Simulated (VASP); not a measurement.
Wanted: the native input for a VASP 6.6.1 run.

```yaml
Task: single point
Functional: r2SCAN
Potentials_or_basis: VASP PAW PBE potentials, release 64 (Sb, Ti_sv, Pd)
Cutoff: 520 eV
k_mesh: 9 × 9 × 4
Occupations: fermi-dirac, width 0.1 eV
Spin: no spin polarisation
Dipole_correction: no
Further_INCAR_settings: ALGO = Normal; EDIFF = 1e-06; NBANDS = 34
```

Crystal: Ti2Sb3Pd.

```
CELL_PARAMETERS angstrom
3.89701 0.00000 0.00000
0.00000 3.89701 0.00000
0.00000 0.00000 8.58547
ATOMIC_POSITIONS crystal
Sb 0.00000 0.50000 0.38350
Sb 0.50000 0.00000 0.61650
Sb 0.50000 0.50000 0.00000
Ti 0.00000 0.50000 0.73150
Ti 0.50000 0.00000 0.26850
Pd 0.00000 0.00000 0.00000
```

The input as run:

POSCAR

```
Ti2Sb3Pd
1.0
    3.8970050000      0.0000000000      0.0000000000
    0.0000000000      3.8970050000      0.0000000000
    0.0000000000      0.0000000000      8.5854670000
Sb Ti Pd
3 2 1
Direct
    0.0000000000      0.5000000000      0.3835000000
    0.5000000000      0.0000000000      0.6165000000
    0.5000000000      0.5000000000      0.0000000000
    0.0000000000      0.5000000000      0.7315000000
    0.5000000000      0.0000000000      0.2685000000
    0.0000000000      0.0000000000      0.0000000000
```

INCAR.step1

```
ALGO = Normal ; EDIFF = 1E-4
ENCUT = 520 ; GGA = PE
ISMEAR = -1 ; LASPH = True
LCHARG = False ; LREAL = False
LWAVE = True ; NBANDS = 34
NELM = 100 ; PREC = Accurate
SIGMA = 0.1
```

INCAR.step2

```
ALGO = Normal ; EDIFF = 1E-6
ENCUT = 520 ; ISIF = 2
ISMEAR = -1 ; ISTART = 1
LASPH = True ; LCHARG = False
LMIXTAU = True ; LREAL = False
LWAVE = False ; METAGGA = R2SCAN
NBANDS = 34 ; NELM = 100
PREC = Accurate ; SIGMA = 0.1
```

KPOINTS

```
k-points
0
Gamma
  9 9 4
```

Potentials or basis: VASP PAW PBE potentials, release 64 (Sb, Ti_sv, Pd).

Command:

```bash
$ cat potpaw_PBE.64/Sb/POTCAR potpaw_PBE.64/Ti_sv/POTCAR potpaw_PBE.64/Pd/POTCAR > POTCAR
$ cp INCAR.step1 INCAR
$ mpirun -np 1 vasp_std > vasp.out
$ cp INCAR.step2 INCAR
$ mpirun -np 1 vasp_std > vasp.out
```

It gave:

| Property | Result |
| --- | --- |
| Pressure | -5.9 GPa |
| Largest force | 0.296 eV/Å |
| Band gap on the k mesh | zero (an odd number of electrons rules out a gap without spin polarisation) |

Caveat: the cell stands under tension; the PAW data sets were made with another functional, which shifts forces and pressure a little; spin-orbit coupling is left out, which moves the levels of the heavy elements.

It took 14 min on 1 thread of Intel(R) Xeon(R) Platinum 8375C CPU @ 2.90GHz (Ice Lake), on a shared host, peak memory 0.37 GiB.
